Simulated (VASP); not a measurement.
# TePb (Fm-3m) in VASP: single point with HSE06

Aim: the single point of TePb with HSE06.

Program: VASP 6.6.1. These are calculated values, not measurements. Logs are shortened: lines on timing, memory, paths and dates and some standing lists are left out, and cuts for length are marked.

**1. The cell of the first run**

It takes space group Fm-3m (No. 225, cubic). The conventional cell has a = 6.172 Å, b = 6.172 Å, c = 6.172 Å, α = 90.00°, β = 90.00°, γ = 90.00°. Pb (site symmetry m-3m) has 6 Te at 3.09 Å within 4.1 Å. Te (site symmetry m-3m) has 6 Pb at 3.09 Å within 4.1 Å.

**2. Single point, HSE06 (strain -5.6%)**

POSCAR reads:

```
TePb
1.0
    0.0000000000      3.0858183393      3.0858183393
    3.0858183393      0.0000000000      3.0858183393
    3.0858183393      3.0858183393      0.0000000000
Pb Te
1 1
Direct
    0.0000000000      0.0000000000      0.0000000000
    0.5000000000      0.5000000000      0.5000000000
```

INCAR.step1 reads:

```
SYSTEM = TePb
ALGO = Normal ; EDIFF = 1E-5
ENCUT = 520 ; GGA = PE
ISIF = 2 ; ISMEAR = 0
LASPH = .True. ; LCHARG = .False.
LREAL = .False. ; LWAVE = .True.
NBANDS = 17 ; NELM = 100
PREC = Accurate ; SIGMA = 0.01
```

INCAR.step2 reads:

```
SYSTEM = TePb
ALGO = Normal ; EDIFF = 1E-6
ENCUT = 520 ; GGA = PE
HFSCREEN = 0.2079 ; ISIF = 2
ISMEAR = 0 ; ISTART = 1
LASPH = .True. ; LCHARG = .False.
LHFCALC = .True. ; LREAL = .False.
LWAVE = .False. ; NBANDS = 17
NELM = 100 ; PREC = Accurate
PRECFOCK = Normal ; SIGMA = 0.01
```

KPOINTS reads:

```
k-points
0
Gamma
  6 6 6
  0 0 0
```

Potentials or basis: VASP PAW PBE potentials, release 64 (Pb_d, Te).

Command:

```sh
$ cat potpaw_PBE.64/Pb_d/POTCAR potpaw_PBE.64/Te/POTCAR > POTCAR
$ cp INCAR.step1 INCAR
$ mpirun -np 1 vasp_std > vasp.out
$ cp INCAR.step2 INCAR
$ mpirun -np 1 vasp_std > vasp.out
```

OUTCAR:

```text
SYSTEM = TePb
   EDIFF = 1E-6
   ENCUT = 520
   GGA = PE
   HFSCREEN = 0.2079
   ISIF = 2
   ISMEAR = 0
   ISTART = 1
   LASPH = .True.
   LHFCALC = .True.
   LREAL = .False.
   NELM = 100
   PREC = Accurate
   PRECFOCK = Normal

 ion  position               nearest neighbor table
   1  0.000  0.000  0.000-   2 3.09   2 3.09   2 3.09   2 3.09   2 3.09   2 3.09
   2  0.500  0.500  0.500-   1 3.09   1 3.09   1 3.09   1 3.09   1 3.09   1 3.09

  LATTYP: Found a face centered cubic cell.
 ALAT       =     6.1716366786

  Lattice vectors:

 A1 = (   0.0000000000,   3.0858183393,   3.0858183393)
 A2 = (   3.0858183393,   0.0000000000,   3.0858183393)
 A3 = (   3.0858183393,   3.0858183393,   0.0000000000)

Analysis of symmetry for initial positions (statically):
=====================================================================
 Subroutine PRICEL returns:
 Original cell was already a primitive cell.

 Routine SETGRP: Setting up the symmetry group for a
 face centered cubic supercell.

 Subroutine GETGRP returns: Found 48 space group operations
 (whereof 48 operations were pure point group operations)
 out of a pool of 48 trial point group operations.

The static configuration has the point symmetry O_h .

Analysis of symmetry for dynamics (positions and initial velocities):
=====================================================================
 Subroutine PRICEL returns:
 Original cell was already a primitive cell.

 Routine SETGRP: Setting up the symmetry group for a
 face centered cubic supercell.

 Subroutine GETGRP returns: Found 48 space group operations
 (whereof 48 operations were pure point group operations)
 out of a pool of 48 trial point group operations.

The dynamic configuration has the point symmetry O_h .

 Subroutine INISYM returns: Found 48 space group operations
 (whereof 48 operations are pure point group operations),
 and found     1 'primitive' translations

----------------------------------------------------------------------------------------

                                     Primitive cell

  volume of cell :      58.7680

  direct lattice vectors                    reciprocal lattice vectors
     0.000000000  3.085818339  3.085818339    -0.162031573  0.162031573  0.162031573
     3.085818339  0.000000000  3.085818339     0.162031573 -0.162031573  0.162031573
     3.085818339  3.085818339  0.000000000     0.162031573  0.162031573 -0.162031573

  length of vectors
     4.364006146  4.364006146  4.364006146     0.280646917  0.280646917  0.280646917

  position of ions in fractional coordinates (direct lattice)
     0.000000000  0.000000000  0.000000000
     0.500000000  0.500000000  0.500000000

  ion indices of the primitive-cell ions
   primitive index   ion index
                 1           1
                 2           2

----------------------------------------------------------------------------------------

 KPOINTS: k-points

Automatic generation of k-mesh.
 Grid dimensions read from file:
 generate k-points for:    6    6    6

 Generating k-lattice:

  Cartesian coordinates                     Fractional coordinates (reciprocal lattice)
    -0.027005262  0.027005262  0.027005262     0.166666667  0.000000000  0.000000000
     0.027005262 -0.027005262  0.027005262     0.000000000  0.166666667  0.000000000
     0.027005262  0.027005262 -0.027005262     0.000000000  0.000000000  0.166666667

  Length of vectors
     0.046774486  0.046774486  0.046774486

  Shift w.r.t. Gamma in fractional coordinates (k-lattice)
     0.000000000  0.000000000  0.000000000

 Subroutine IBZKPT returns following result:
 ===========================================

 Found     16 irreducible k-points:

 Following reciprocal coordinates:
            Coordinates               Weight
  0.000000  0.000000  0.000000      1.000000
  0.166667  0.000000  0.000000      8.000000
  0.333333  0.000000  0.000000      8.000000
  0.500000  0.000000  0.000000      4.000000
  0.166667  0.166667  0.000000      6.000000
  0.333333  0.166667  0.000000     24.000000
[... 8 lines left out ...]
 -0.333333  0.333333  0.166667     24.000000
 -0.333333  0.500000  0.166667     12.000000
   k-points           NKPTS =     16   k-points in BZ     NKDIM =    216   number of bands    NBANDS=     17
   number of dos      NEDOS =    301   number of ions     NIONS =      2
   total plane-waves  NPLWV =  32768
   dimension x,y,z NGX =    32 NGY =   32 NGZ =   32
   dimension x,y,z NGXF=    64 NGYF=   64 NGZF=   64
   ions per type =               1   1
   NGX,Y,Z   is equivalent  to a cutoff of  12.19, 12.19, 12.19 a.u.
   NGXF,Y,Z  is equivalent  to a cutoff of  24.38, 24.38, 24.38 a.u.
 SYSTEM =  TePb
   PREC   = accura    normal or accurate (medium, high low for compatibility)
   ISTART =      1    job   : 0-new  1-cont  2-samecut
   ICHARG =      0    charge: 1-file 2-atom 10-const
   ISPIN  =      1    spin polarized calculation?
   LNONCOLLINEAR =      F non collinear calculations
   LSORBIT =      F    spin-orbit coupling
   LASPH  =      T    aspherical Exc in radial PAW
   ENCUT  =  520.0 eV  38.22 Ry    6.18 a.u.   8.11  8.11  8.11*2*pi/ulx,y,z
   NELM   =    100;   NELMIN=  2; NELMDL=  0     # of ELM steps
   EDIFF  = 0.1E-05   stopping-criterion for ELM
   LREAL  =      F    real-space projection
   EDIFFG = 0.1E-04   stopping-criterion for IOM
   NSW    =      0    number of steps for IOM
   IBRION =     -1    ionic relax: 0-MD 1-quasi-New 2-CG
   NFREE  =      0    steps in history (QN), initial steepest desc. (CG)
   ISIF   =      2    stress and relaxation
   ISYM   =      3    0-nonsym 1-usesym 2-fastsym
   POTIM  = 0.5000    time-step for ionic-motion
   TEBEG  =    0.0;   TEEND  =   0.0 temperature during run
   PSTRESS=    0.0 pullay stress
   NELECT =      20.0000    total number of electrons
   NUPDOWN=      -1.0000    fix difference up-down
   EMIN   =  10.00;   EMAX   =-10.00  energy-range for DOS
   EFERMI =   0.00;   METHOD = LEGACY
   ISMEAR =     0;   SIGMA  =   0.01  broadening in eV -4-tet -1-fermi 0-gaus
   EFERMI_NEDOS =   21; number of points for ismear=-14 and -15
   IALGO  =     38    algorithm
   IMIX   =      1    mixing-type and parameters
     AMIX     =   0.40;   BMIX     =  1.00
     AMIX_MAG =   1.60;   BMIX_MAG =  1.00
  volume/ion in A,a.u.               =      29.38       198.29
  Fermi-wavevector in a.u.,A,eV,Ry     =   1.142978  2.159915 17.774628  1.306398
  Thomas-Fermi vector in A             =   2.279674
   LORBIT       =      0    0 simple, 1 ext, 2 COOP (PROOUT), +10 PAW based schemes
   GGA     = PE    functional components
   LHFCALC =     T    Hartree Fock is set to
   PRECFOCK=normal    Normal, Fast or Accurate (Low or Medium for compatibility)
   ENCUT4O =  -1.0   cutoff for four orbital integrals eV
   NKREDX  =     1    reduce k-point grid by
   NKREDY  =     1    reduce k-point grid by
   NKREDZ  =     1    reduce k-point grid by
   AEXX    =    0.2500 exact exchange contribution
   HFSCREEN=    0.2079 screening length (either q_TF or 0.3 A-1)
   HFSCREENC=   0.2079 screening length for correlation (either q_TF or 0.3 A-1)
   ENCUTFOCK=  -1.0 apply spherical cutoff to Coloumb kernel
   IVDW    =     0    specifies the selected vdW correction
   LEPSILON=     F    determine dielectric tensor
   LRPA    =     F    only Hartree local field effects (RPA)
 non-spin polarized calculation
 Gauss-broadening in eV      SIGMA  =   0.01
  energy-cutoff  :      520.00
  volume of cell :       58.77
 maximum number of plane-waves:      1596
  NGX = 28; NGY = 28; NGZ = 28

 number of electron      19.9999994 magnetization

 Free energy of the ion-electron system (eV)
  ---------------------------------------------------
  ext. energy  EPLUGINS =         0.00000000
  ---------------------------------------------------
  free energy    TOTEN  =        -8.70787939 eV

  energy without entropy =       -8.70787939  energy(sigma->0) =       -8.70787939

 E-fermi :   7.5448     XC(G=0):  -8.2568

 val. band max:        7.4202433133   @ k =   0.5000   0.0000   0.0000
 cond. band min:       8.0551363275   @ k =   0.5000   0.0000   0.0000
 fundamental gap:      0.6348930142
 Fermi energy:         7.5448020209

 k-point     1 :       0.0000    0.0000    0.0000
  band No.  band energies     occupation
      1     -11.5552      2.00000
      2     -11.5552      2.00000
      3     -11.5210      2.00000
      4     -11.5210      2.00000
      5     -11.5210      2.00000
      6      -7.3477      2.00000
[... 9 lines left out ...]
     16      13.3005      0.00000
     17      14.7427      0.00000

 k-point     2 :       0.1667    0.0000    0.0000
  band No.  band energies     occupation
      1     -11.5626      2.00000
      2     -11.5626      2.00000
      3     -11.5205      2.00000
      4     -11.5145      2.00000
      5     -11.5145      2.00000
      6      -7.0332      2.00000
[... 9 lines left out ...]
     16      13.9135      0.00000
     17      16.8673      0.00000

 k-point     3 :       0.3333    0.0000    0.0000
  band No.  band energies     occupation
      1     -11.5796      2.00000
      2     -11.5795      2.00000
      3     -11.5204      2.00000
      4     -11.4997      2.00000
      5     -11.4997      2.00000
      6      -6.1523      2.00000
[... 9 lines left out ...]
     16      15.4955      0.00000
     17      19.9856      0.00000

 k-point     4 :       0.5000    0.0000    0.0000
  band No.  band energies     occupation
      1     -11.5883      2.00000
      2     -11.5883      2.00000
      3     -11.5206      2.00000
      4     -11.4918      2.00000
      5     -11.4918      2.00000
      6      -5.3355      2.00000
[... 9 lines left out ...]
     16      17.2833      0.00000
     17      17.7023      0.00000
[... 183 lines left out ...]
      1     -11.6294      2.00000
      2     -11.5622      2.00000
      3     -11.5220      2.00000
      4     -11.4957      2.00000
      5     -11.4881      2.00000
      6      -5.4428      2.00000
[... 9 lines left out ...]
     16      17.1298      0.00000
     17      17.8387      0.00000

 k-point    15 :      -0.3333    0.3333    0.1667
  band No.  band energies     occupation
      1     -11.6361      2.00000
      2     -11.5694      2.00000
      3     -11.5104      2.00000
      4     -11.5054      2.00000
      5     -11.4816      2.00000
      6      -4.8278      2.00000
[... 9 lines left out ...]
     16      18.4932      0.00000
     17      18.7500      0.00000

 k-point    16 :      -0.3333    0.5000    0.1667
  band No.  band energies     occupation
      1     -11.6638      2.00000
      2     -11.5550      2.00000
      3     -11.5248      2.00000
      4     -11.4927      2.00000
      5     -11.4754      2.00000
      6      -4.6910      2.00000
[... 9 lines left out ...]
     16      19.3866      0.00000
     17      19.8248      0.00000

------------------------ aborting loop because EDIFF is reached ----------------------------------------

  FORCE on cell =-STRESS in cart. coord.  units (eV):
  Direction    XX          YY          ZZ          XY          YZ          ZX
  --------------------------------------------------------------------------------------
  -------------------------------------------------------------------------------------
  Total        3.5527166      3.5527166      3.5527166      0.0000000     -0.0000000      0.0000000
  in kB       96.8567934     96.8567934     96.8567934      0.0000000     -0.0000000      0.0000000
  external PRESSURE =      96.8567934 kB  Pullay stress =       0.0000000 kB

 VOLUME and BASIS-vectors are now :
 -----------------------------------------------------------------------------
  energy-cutoff  :      520.00
  volume of cell :       58.77
      direct lattice vectors                 reciprocal lattice vectors
     0.000000000  3.085818339  3.085818339    -0.162031573  0.162031573  0.162031573
     3.085818339  0.000000000  3.085818339     0.162031573 -0.162031573  0.162031573
     3.085818339  3.085818339  0.000000000     0.162031573  0.162031573 -0.162031573

 POSITION                                       TOTAL-FORCE (eV/Angst)
 -----------------------------------------------------------------------------------
      0.00000      0.00000      0.00000         0.000000     -0.000000      0.000000
      3.08582      3.08582      3.08582        -0.000000      0.000000     -0.000000
 -----------------------------------------------------------------------------------
    total drift:                               -0.000000      0.000000      0.000000

  FREE ENERGIE OF THE ION-ELECTRON SYSTEM (eV)
  ---------------------------------------------------
  free  energy   TOTEN  =        -8.7078793868 eV

  energy  without entropy=       -8.7078793868  energy(sigma->0) =       -8.70787939
```

Run time: 1.7 h. Hardware: 1 thread of Intel Xeon Platinum 8375C at 2.90GHz (Ice Lake), shared host; peak memory 0.32 GiB.

What came out:

```
Free energy            : -8.7079 eV
Pressure               : 9.7 GPa
Band gap on the k mesh : 0.63 eV
```

Caveat: the cell differs from its parent crystal (strain -5.6%); the cell stands under pressure; the structure was generated, so it needn't be the stable form of TePb; the PAW data sets were made with another functional, which shifts forces and pressure a little; spin-orbit coupling is left out, which moves the levels of the heavy elements.
